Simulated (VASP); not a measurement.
A run of VASP 6.6.1:

Contents of POSCAR:

```
Si
1.0
    0.0203660250      2.7154700000      2.7154700000
    2.7358360250      0.0000000000      2.7358360250
    2.7154700000      2.7154700000      0.0203660250
Si
2
Direct
    0.5000000000      0.5000000000      0.5000000000
    0.7500000000      0.7500000000      0.7500000000
```

Contents of INCAR.step1:

```
  PREC = Accurate
  ENCUT = 520
  ISMEAR = 0
  SIGMA = 0.05
  LREAL = False
  LASPH = True
  NELM = 100
  NBANDS = 11
  GGA = PE
  ALGO = Normal
  EDIFF = 1E-4
  LWAVE = True
  LCHARG = False
```

File INCAR.step2:

```
  PREC = Accurate
  ENCUT = 520
  EDIFF = 1E-7
  ISMEAR = 0
  SIGMA = 0.05
  LREAL = False
  LASPH = True
  NELM = 100
  ALGO = Normal
  ISIF = 2
  LWAVE = False
  LCHARG = True
  METAGGA = R2SCAN
  LMIXTAU = True
  LELF = True
  LVHAR = True
  NBANDS = 11
  ISTART = 1
```

KPOINTS

```
Automatic mesh
0
Gamma
  10 10 10
```

Potentials or basis: VASP PAW PBE potentials, release 64 (Si).

Run with:

```console
$ cat potpaw_PBE.64/Si/POTCAR > POTCAR
$ cp INCAR.step1 INCAR
$ mpirun -np 1 vasp_std > vasp.out
$ cp INCAR.step2 INCAR
$ mpirun -np 1 vasp_std > vasp.out
```

Hardware: 1 thread of Intel Xeon 8259CL (shared host).

Q: How long does it take, and how much memory?

A: It took 6 min on 1 thread of Intel Xeon 8259CL, with other jobs on the host, peak memory 0.17 GiB. Counts: k points 171.
